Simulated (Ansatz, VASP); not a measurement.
# WC: VASP beside Ansatz

File INCAR:

```
SYSTEM = WC
  PREC = Accurate
  ENCUT = 600
  EDIFF = 1E-6
  ISMEAR = 0
  SIGMA = 0.1
  LREAL = .FALSE.
  LASPH = .TRUE.
  NELM = 80
  ALGO = Normal
  ISIF = 3
  LWAVE = .FALSE.
  LCHARG = .FALSE.
  GGA = PE
  IBRION = 2
  NSW = 100
  EDIFFG = -0.005
```

File KPOINTS:

```
regular mesh
0
G
  18 18 14
  0 0 0
```

Contents of POSCAR:

```
WC
1.0
    2.9165944300      0.0000000000      0.0000000000
   -1.4582972200      2.5258448700      0.0000000000
    0.0000000000      0.0000000000      2.8394357900
W C
1 1
Direct
    0.0000000000      0.0000000000      0.0000000000
    0.6666666700      0.3333333300      0.5000000000
```

Input for Ansatz:

```yaml
crystal:
  lattice:
    - [2.91659443, 0.0, 0.0]
    - [-1.45829722, 2.52584487, 0.0]
    - [0.0, 0.0, 2.83943579]
  atoms:
    - { symbol: W, position: [0.0, 0.0, 0.0] }
    - { symbol: C, position: [0.66666667, 0.33333333, 0.5] }
basis:
  ecutwfc: 420
kpoints:
  mp_grid: { grid: [18, 18, 14] }
hamiltonian:
  xc: pbe
scf:
  occupations: { method: gaussian, width: 0.1 }
output:
  forces: true
  stress: true
  eigenvalues: true
  write_density: true
  write_potential: true
  elf: true
  volumetric_format: npy
relax:
  adjacent_minimum: "off"
  f_tol: 0.005
  max_steps: 80
  cell: { stress_tol: 0.05 }
```

Alike in both runs: task relaxation of cell and atoms; functional PBE; k mesh 18 × 18 × 14; occupations gaussian, width 0.1 eV; no spin polarisation.

|  | VASP | Ansatz |
| --- | --- | --- |
| version | VASP 6.6.1 | Ansatz 0.2.0 |
| potentials or method | VASP PAW PBE potentials, release 64 (W_sv, C), cutoff 600 eV | scalar-relativistic, plane waves, PAW |
| valence electrons in the cell | 18 | 18 |

|  | VASP | Ansatz | Ansatz less VASP |
| --- | --- | --- | --- |
| gap on the k mesh at the Fermi level, each at its own relaxed structure (eV) | none | none | - |
| relaxed volume (Å³/atom) | 10.55 | 10.52 | -0.027 |
| relaxed cell length with the largest relative difference (Å) | 2.850 | 2.847 | -0.0028 |

A gap of «none» marks a metal or a gap that the smearing closes.

Spin-orbit coupling is off throughout.
